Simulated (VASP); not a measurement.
# AlN (F-43m) in VASP: further runs, part 2 of 2

VASP 6.6.1. Earlier steps stand in the parts before.

### 5 Single point, PBE (volume scaled by 0.94)

INCAR

```
SYSTEM = AlN
PREC     = Accurate       ! precision mode
ENCUT    = 600            ! plane-wave cutoff, eV
EDIFF    = 1E-6           ! SCF threshold, eV
ISMEAR   = 0              ! smearing method
SIGMA    = 0.02           ! smearing width, eV
LREAL    = .False.        ! projectors in reciprocal space
LASPH    = .True.         ! aspherical terms in the spheres
NELM     = 120            ! most SCF steps
ALGO     = Normal         ! electronic algorithm
ISIF     = 2              ! what is computed and relaxed
LWAVE    = .False.        ! write WAVECAR
LCHARG   = .False.        ! write CHGCAR
GGA      = PE             ! functional
NBANDS   = 11             ! bands
GGA_COMPAT= .False.
```

KPOINTS

```
regular mesh
0
Gamma
  10 10 10
  0 0 0
```

POSCAR

```
AlN
1.0
    0.0000000000      2.1566800459      2.1566800459
    2.1566800459      0.0000000000      2.1566800459
    2.1566800459      2.1566800459      0.0000000000
Al N
1 1
Direct
    0.0000000000      0.0000000000      0.0000000000
    0.7500000000      0.7500000000      0.7500000000
```

Potentials or basis: VASP PAW PBE potentials, release 64 (Al, N).

On the command line:

```
$ cat potpaw_PBE.64/Al/POTCAR potpaw_PBE.64/N/POTCAR > POTCAR
$ mpirun -np 1 vasp_std > vasp.out
```

OUTCAR:

```text
SYSTEM = AlN
   PREC = Accurate
   ENCUT = 600
   EDIFF = 1E-6
   ISMEAR = 0
   LREAL = .False.
   LASPH = .True.
   NELM = 120
   ISIF = 2
   GGA = PE

 ion  position               nearest neighbor table
   1  0.000  0.000  0.000-   2 1.87   2 1.87   2 1.87   2 1.87
   2  0.750  0.750  0.750-   1 1.87   1 1.87   1 1.87   1 1.87

  LATTYP: Found a face centered cubic cell.
 ALAT       =     4.3133600918

  Lattice vectors:

 A1 = (   0.0000000000,   2.1566800459,   2.1566800459)
 A2 = (   2.1566800459,   0.0000000000,   2.1566800459)
 A3 = (   2.1566800459,   2.1566800459,   0.0000000000)

Analysis of symmetry for initial positions (statically):
=====================================================================
 Subroutine PRICEL returns:
 Original cell was already a primitive cell.

 Routine SETGRP: Setting up the symmetry group for a
 face centered cubic supercell.

 Subroutine GETGRP returns: Found 24 space group operations
 (whereof 24 operations were pure point group operations)
 out of a pool of 48 trial point group operations.

The static configuration has the point symmetry T_d .

Analysis of symmetry for dynamics (positions and initial velocities):
=====================================================================
 Subroutine PRICEL returns:
 Original cell was already a primitive cell.

 Routine SETGRP: Setting up the symmetry group for a
 face centered cubic supercell.

 Subroutine GETGRP returns: Found 24 space group operations
 (whereof 24 operations were pure point group operations)
 out of a pool of 48 trial point group operations.

The dynamic configuration has the point symmetry T_d .

 Subroutine INISYM returns: Found 24 space group operations
 (whereof 24 operations are pure point group operations),
 and found     1 'primitive' translations

----------------------------------------------------------------------------------------

                                     Primitive cell

  volume of cell :      20.0626

  direct lattice vectors                    reciprocal lattice vectors
     0.000000000  2.156680046  2.156680046    -0.231837820  0.231837820  0.231837820
     2.156680046  0.000000000  2.156680046     0.231837820 -0.231837820  0.231837820
     2.156680046  2.156680046  0.000000000     0.231837820  0.231837820 -0.231837820

  length of vectors
     3.050006171  3.050006171  3.050006171     0.401554883  0.401554883  0.401554883

  position of ions in fractional coordinates (direct lattice)
     0.000000000  0.000000000  0.000000000
     0.750000000  0.750000000  0.750000000

  ion indices of the primitive-cell ions
   primitive index   ion index
                 1           1
                 2           2

----------------------------------------------------------------------------------------

 KPOINTS: regular mesh

Automatic generation of k-mesh.
 Grid dimensions read from file:
 generate k-points for:   10   10   10

 Generating k-lattice:

  Cartesian coordinates                     Fractional coordinates (reciprocal lattice)
    -0.023183782  0.023183782  0.023183782     0.100000000  0.000000000  0.000000000
     0.023183782 -0.023183782  0.023183782     0.000000000  0.100000000  0.000000000
     0.023183782  0.023183782 -0.023183782     0.000000000  0.000000000  0.100000000

  Length of vectors
     0.040155488  0.040155488  0.040155488

  Shift w.r.t. Gamma in fractional coordinates (k-lattice)
     0.000000000  0.000000000  0.000000000

 Subroutine IBZKPT returns following result:
 ===========================================

 Found     47 irreducible k-points:

 Following reciprocal coordinates:
            Coordinates               Weight
  0.000000  0.000000  0.000000      1.000000
  0.100000  0.000000  0.000000      8.000000
  0.200000  0.000000  0.000000      8.000000
  0.300000  0.000000  0.000000      8.000000
  0.400000  0.000000  0.000000      8.000000
  0.500000  0.000000  0.000000      4.000000
[... 16 lines left out ...]
  0.300000  0.300000  0.000000      6.000000
  0.400000  0.300000  0.000000     24.000000
 [... further k-points ...]
   k-points           NKPTS =     47   k-points in BZ     NKDIM =     47   number of bands    NBANDS=     11
   number of dos      NEDOS =    301   number of ions     NIONS =      2
   total plane-waves  NPLWV =  13824
   dimension x,y,z NGX =    24 NGY =   24 NGZ =   24
   dimension x,y,z NGXF=    48 NGYF=   48 NGZF=   48
   ions per type =               1   1
   NGX,Y,Z   is equivalent  to a cutoff of  13.08, 13.08, 13.08 a.u.
   NGXF,Y,Z  is equivalent  to a cutoff of  26.16, 26.16, 26.16 a.u.
 SYSTEM =  AlN
   PREC   = accura    normal or accurate (medium, high low for compatibility)
   ISTART =      0    job   : 0-new  1-cont  2-samecut
   ICHARG =      2    charge: 1-file 2-atom 10-const
   ISPIN  =      1    spin polarized calculation?
   LNONCOLLINEAR =      F non collinear calculations
   LSORBIT =      F    spin-orbit coupling
   LASPH  =      T    aspherical Exc in radial PAW
   ENCUT  =  600.0 eV  44.10 Ry    6.64 a.u.   6.09  6.09  6.09*2*pi/ulx,y,z
   NELM   =    120;   NELMIN=  2; NELMDL= -5     # of ELM steps
   EDIFF  = 0.1E-05   stopping-criterion for ELM
   LREAL  =      F    real-space projection
   EDIFFG = 0.1E-04   stopping-criterion for IOM
   NSW    =      0    number of steps for IOM
   IBRION =     -1    ionic relax: 0-MD 1-quasi-New 2-CG
   NFREE  =      0    steps in history (QN), initial steepest desc. (CG)
   ISIF   =      2    stress and relaxation
   ISYM   =      2    0-nonsym 1-usesym 2-fastsym
   POTIM  = 0.5000    time-step for ionic-motion
   TEBEG  =    0.0;   TEEND  =   0.0 temperature during run
   PSTRESS=    0.0 pullay stress
   NELECT =       8.0000    total number of electrons
   NUPDOWN=      -1.0000    fix difference up-down
   EMIN   =  10.00;   EMAX   =-10.00  energy-range for DOS
   EFERMI =   0.00;   METHOD = LEGACY
   ISMEAR =     0;   SIGMA  =   0.02  broadening in eV -4-tet -1-fermi 0-gaus
   EFERMI_NEDOS =   21; number of points for ismear=-14 and -15
   IALGO  =     38    algorithm
   IMIX   =      4    mixing-type and parameters
     AMIX     =   0.40;   BMIX     =  1.00
     AMIX_MAG =   1.60;   BMIX_MAG =  1.00
  volume/ion in A,a.u.               =      10.03        67.69
  Fermi-wavevector in a.u.,A,eV,Ry     =   1.204969  2.277061 19.754974  1.451950
  Thomas-Fermi vector in A             =   2.340679
   LORBIT       =      0    0 simple, 1 ext, 2 COOP (PROOUT), +10 PAW based schemes
   GGA     = PE    functional components
   LHFCALC =     F    Hartree Fock is set to
   AEXX    =    0.0000 exact exchange contribution
   IVDW    =     0    specifies the selected vdW correction
   LEPSILON=     F    determine dielectric tensor
   LRPA    =     F    only Hartree local field effects (RPA)
 non-spin polarized calculation
 Gauss-broadening in eV      SIGMA  =   0.02
  energy-cutoff  :      600.00
  volume of cell :       20.06
 maximum number of plane-waves:       692
   NGX = 13   NGY = 13   NGZ = 13

 number of electron       7.9999998 magnetization

 Free energy of the ion-electron system (eV)
  ---------------------------------------------------
  ext. energy  EPLUGINS =         0.00000000
  ---------------------------------------------------
  free energy    TOTEN  =       -14.79927886 eV

  energy without entropy =      -14.79927886  energy(sigma->0) =      -14.79927886

 E-fermi :   6.4823     XC(G=0): -11.0997

 val. band max:        6.3318596299   @ k =   0.0000   0.0000   0.0000
 cond. band min:       9.6681728877   @ k =   0.5000   0.5000   0.0000
 fundamental gap:      3.3363132578
 Fermi energy:         6.4822734411

 k-point     1 :       0.0000    0.0000    0.0000
  band No.  band energies     occupation
      1      -8.8717      2.00000
      2       6.3319      2.00000
      3       6.3319      2.00000
      4       6.3319      2.00000
      5      10.8667      0.00000
      6      19.2710      0.00000
      7      19.2710      0.00000
      8      19.2710      0.00000
      9      24.3258      0.00000
     10      24.3258      0.00000
     11      25.8037      0.00000
[... 309 lines left out ...]
 k-point    24 :       0.4000    0.3000    0.0000
  band No.  band energies     occupation
      1      -6.7606      2.00000
      2       2.1053      2.00000
      3       4.5907      2.00000
      4       4.8980      2.00000
      5      11.3315      0.00000
      6      16.1187      0.00000
      7      19.0509      0.00000
      8      21.3408      0.00000
      9      21.8818      0.00000
     10      28.0850      0.00000
     11      30.5486      0.00000

 [... further k-points ...]
[... 5 lines left out ...]
  --------------------------------------------------------------------------------------
  -------------------------------------------------------------------------------------
  Total        1.6354833      1.6354833      1.6354833     -0.0000000     -0.0000000      0.0000000
  in kB      130.6079254    130.6079254    130.6079254     -0.0000000     -0.0000000      0.0000000
  external PRESSURE =     130.6079254 kB  Pullay stress =       0.0000000 kB

 VOLUME and BASIS-vectors are now :
 -----------------------------------------------------------------------------
  energy-cutoff  :      600.00
  volume of cell :       20.06
      direct lattice vectors                 reciprocal lattice vectors
     0.000000000  2.156680046  2.156680046    -0.231837820  0.231837820  0.231837820
     2.156680046  0.000000000  2.156680046     0.231837820 -0.231837820  0.231837820
     2.156680046  2.156680046  0.000000000     0.231837820  0.231837820 -0.231837820

 POSITION                                       TOTAL-FORCE (eV/Angst)
 -----------------------------------------------------------------------------------
      0.00000      0.00000      0.00000        -0.000000     -0.000000     -0.000000
      3.23502      3.23502      3.23502         0.000000      0.000000      0.000000
 -----------------------------------------------------------------------------------
    total drift:                               -0.000000     -0.000000     -0.000000

  FREE ENERGIE OF THE ION-ELECTRON SYSTEM (eV)
  ---------------------------------------------------
  free  energy   TOTEN  =       -14.7992788557 eV

  energy  without entropy=      -14.7992788557  energy(sigma->0) =      -14.79927886
```

It took 4.4 s on 1 thread of Intel Xeon 6975P-C (Granite Rapids), shared host; peak memory 0.13 GiB.

What came out:

* Free energy: -14.7993 eV
* Pressure: 13.1 GPa
* Band gap on the k mesh: 3.34 eV, indirect (least direct gap 4.53 eV)

Levels at points of the mesh, in eV from the valence-band top:
```csv
k point,band 2,band 3,band 4,band 5,band 6,band 7
"(0.00, 0.00, 0.00)",0.00,0.00,0.00,4.53,12.94,12.94
"(0.50, 0.00, 0.00)",-6.02,-0.48,-0.48,7.73,10.13,11.39
"(0.50, 0.50, 0.00)",-5.02,-1.81,-1.81,3.34,8.84,14.48
```

Caveat: the cell differs from its parent crystal (volume scaled by 0.94).

### 6 Single point, r2SCAN

This run uses another cell than the first one, of 10.67 Å³/atom, 1.099 times its volume.

POSCAR

```
AlN
1.0
    0.0000000000      2.2016237539      2.2016237539
    2.2016237539      0.0000000000      2.2016237539
    2.2016237539      2.2016237539      0.0000000000
Al N
1 1
Direct
    0.0000000000      0.0000000000      0.0000000000
    0.7500000000      0.7500000000      0.7500000000
```

INCAR.step1

```
  PREC = Accurate
  ENCUT = 660
  ISMEAR = 0
  SIGMA = 0.02
  LREAL = False
  LASPH = True
  NELM = 120
  NBANDS = 11
  GGA = PE
  ALGO = Normal
  EDIFF = 1E-5
  LWAVE = True
  LCHARG = False
  GGA_COMPAT = False
```

INCAR.step2

```
  PREC = Accurate
  ENCUT = 660
  EDIFF = 1E-6
  ISMEAR = 0
  SIGMA = 0.02
  LREAL = False
  LASPH = True
  NELM = 120
  ALGO = Normal
  ISIF = 2
  LWAVE = False
  LCHARG = False
  METAGGA = R2SCAN
  LMIXTAU = True
  NBANDS = 11
  ISTART = 1
  GGA_COMPAT = False
```

KPOINTS

```
Automatic mesh
0
Gamma
  10 10 10
```

Potentials or basis: VASP PAW PBE potentials, release 64 (Al, N).

On the command line:

```
$ cat potpaw_PBE.64/Al/POTCAR potpaw_PBE.64/N/POTCAR > POTCAR
$ cp INCAR.step1 INCAR
$ mpirun -np 1 vasp_std > vasp.out
$ cp INCAR.step2 INCAR
$ mpirun -np 1 vasp_std > vasp.out
```

OUTCAR:

```text
PREC = Accurate
   ENCUT = 660
   EDIFF = 1E-6
   ISMEAR = 0
   LREAL = False
   LASPH = True
   NELM = 120
   ISIF = 2
   METAGGA = R2SCAN
   ISTART = 1

 ion  position               nearest neighbor table
   1  0.000  0.000  0.000-   2 1.91   2 1.91   2 1.91   2 1.91
   2  0.750  0.750  0.750-   1 1.91   1 1.91   1 1.91   1 1.91

  LATTYP: Found a face centered cubic cell.
 ALAT       =     4.4032475078

  Lattice vectors:

 A1 = (   0.0000000000,   2.2016237539,   2.2016237539)
 A2 = (   2.2016237539,   0.0000000000,   2.2016237539)
 A3 = (   2.2016237539,   2.2016237539,   0.0000000000)

Analysis of symmetry for initial positions (statically):
=====================================================================
 Subroutine PRICEL returns:
 Original cell was already a primitive cell.

 Routine SETGRP: Setting up the symmetry group for a
 face centered cubic supercell.

 Subroutine GETGRP returns: Found 24 space group operations
 (whereof 24 operations were pure point group operations)
 out of a pool of 48 trial point group operations.

The static configuration has the point symmetry T_d .

Analysis of symmetry for dynamics (positions and initial velocities):
[... 165 lines left out ...]
 Fermi energy:         5.6010783276

 k-point     1 :       0.0000    0.0000    0.0000
  band No.  band energies     occupation
      1     -10.1329      2.00000
      2       5.4707      2.00000
      3       5.4707      2.00000
      4       5.4707      2.00000
      5      10.1388      0.00000
      6      18.7457      0.00000
      7      18.7457      0.00000
      8      18.7457      0.00000
      9      23.8052      0.00000
     10      23.8052      0.00000
     11      25.4635      0.00000
[... 309 lines left out ...]
 k-point    24 :       0.4000    0.3000    0.0000
  band No.  band energies     occupation
      1      -8.2101      2.00000
      2       1.3299      2.00000
      3       3.7770      2.00000
      4       4.0640      2.00000
      5      10.9826      0.00000
      6      15.7209      0.00000
      7      18.4670      0.00000
      8      20.8809      0.00000
      9      21.4311      0.00000
     10      27.6315      0.00000
     11      29.9062      0.00000

 [... further k-points ...]
[... 5 lines left out ...]
  --------------------------------------------------------------------------------------
  -------------------------------------------------------------------------------------
  Total       -0.6634008     -0.6634008     -0.6634008      0.0000000      0.0000000      0.0000000
  in kB      -49.7997620    -49.7997620    -49.7997620      0.0000000      0.0000000      0.0000000
  external PRESSURE =     -49.7997620 kB  Pullay stress =       0.0000000 kB

 VOLUME and BASIS-vectors are now :
 -----------------------------------------------------------------------------
  energy-cutoff  :      660.00
  volume of cell :       21.34
      direct lattice vectors                 reciprocal lattice vectors
     0.000000000  2.201623754  2.201623754    -0.227105108  0.227105108  0.227105108
     2.201623754  0.000000000  2.201623754     0.227105108 -0.227105108  0.227105108
     2.201623754  2.201623754  0.000000000     0.227105108  0.227105108 -0.227105108

 POSITION                                       TOTAL-FORCE (eV/Angst)
 -----------------------------------------------------------------------------------
      0.00000      0.00000      0.00000        -0.000000     -0.000000     -0.000000
      3.30244      3.30244      3.30244         0.000000      0.000000      0.000000
 -----------------------------------------------------------------------------------
    total drift:                               -0.000000     -0.000000     -0.000000

  FREE ENERGIE OF THE ION-ELECTRON SYSTEM (eV)
  ---------------------------------------------------
  free  energy   TOTEN  =       -19.1710413483 eV

  energy  without entropy=      -19.1710413483  energy(sigma->0) =      -19.17104135
```

OUTCAR.step1:

```text
PREC = Accurate
   ENCUT = 660
   ISMEAR = 0
   LREAL = False
   LASPH = True
[... 558 lines left out ...]
      0.00000      0.00000      0.00000         0.000000      0.000000      0.000000
      3.30244      3.30244      3.30244        -0.000000     -0.000000     -0.000000
 -----------------------------------------------------------------------------------
    total drift:                               -0.000000     -0.000000     -0.000000

  FREE ENERGIE OF THE ION-ELECTRON SYSTEM (eV)
  ---------------------------------------------------
  free  energy   TOTEN  =       -14.8509970858 eV

  energy  without entropy=      -14.8509970858  energy(sigma->0) =      -14.85099709
```

It took 30 s on 1 thread of Intel Xeon 6975P-C (Granite Rapids), shared host; peak memory 0.16 GiB.

Results:

* Free energy: -19.1710 eV
* Pressure: -5.0 GPa
* Band gap on the k mesh: 3.92 eV, indirect (least direct gap 4.67 eV)

Caveat: the PAW data sets were made with another functional, which shifts forces and pressure a little. A k mesh can miss the band edges.

### 7 Summary

| level | cell | cutoff (eV) | gap on the mesh (eV) | pressure (GPa) |
| --- | --- | --- | --- | --- |
| PBE | a = 3.017 Å, angles 60.0°, 2 atoms | 600 | 3.35 | 21.5 |
| PBE | a = 2.984 Å, angles 60.0°, 2 atoms | 600 | 3.36 | 31.3 |
| PBE | a = 3.082 Å, angles 60.0°, 2 atoms | 600 | 3.32 | 5.8 |
| PBE | a = 3.050 Å, angles 60.0°, 2 atoms | 600 | 3.34 | 13.1 |
| r2SCAN | a = 3.114 Å, angles 60.0°, 2 atoms | 660 | 3.92 | -5.0 |

Alike in all rows: task single point; potentials or basis VASP PAW PBE potentials, release 64 (Al, N); no spin polarisation; k mesh 10 × 10 × 10; smearing gaussian 0.02 eV.

Caveats: the PAW data sets were made with another functional, which shifts forces and pressure a little (some runs).

Absolute energies hang on the potentials; compare differences alone.
